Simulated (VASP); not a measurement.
Write the native input for VASP 6.6.1 that does the following.

```yaml
Task: electric field gradients
Functional: LDA
Potentials_or_basis: VASP PAW LDA potentials, release 64 (Zn, Ag)
Cutoff: 520 eV
k_mesh: 12 × 12 × 12
Occupations: fermi-dirac, width 0.03 eV
Spin: no spin polarisation
Dipole_correction: no
Further_INCAR_settings: ALGO = Normal; EDIFF = 1e-08; NBANDS = 18
```

The structure of ZnAg lies in POSCAR:

```
ZnAg
1.0
    3.1454447372      0.0000000000      0.0000000000
    0.0000000000      3.1454447372      0.0000000000
    0.0000000000      0.0000000000      3.1454447372
Zn Ag
1 1
Direct
    0.5000000000      0.5000000000      0.5000000000
    0.0000000000      0.0000000000      0.0000000000
```

This cell differs from its parent crystal: volume scaled by 0.99.

These files were run (other wordings do the same):

INCAR

```
  ALGO = Normal
  EDIFF = 1E-8
  ENCUT = 520
  GGA = CA
  ISIF = 2
  ISMEAR = -1
  LASPH = T
  LCHARG = F
  LEFG = T
  LREAL = F
  LWAVE = F
  NBANDS = 18
  NELM = 60
  PREC = Accurate
  SIGMA = 0.03
```

KPOINTS

```
k-points
0
Gamma
  12 12 12
```

Potentials or basis: VASP PAW LDA potentials, release 64 (Zn, Ag).

Launch:

```console
$ cat potpaw_LDA.64/Zn/POTCAR potpaw_LDA.64/Ag/POTCAR > POTCAR
$ mpirun -np 1 vasp_std > vasp.out
```

Results of the run:

The pressure is -6.8 GPa.

Caveat: without QUAD_EFG the Cq values of the log hold for a quadrupole moment of 1 mb, not for the nuclei.

Run time: 20 s on 1 thread of Intel(R) Xeon(R) Platinum 8259CL CPU @ 2.50GHz (Skylake/Cascade Lake), on a shared host, peak memory 0.16 GiB.
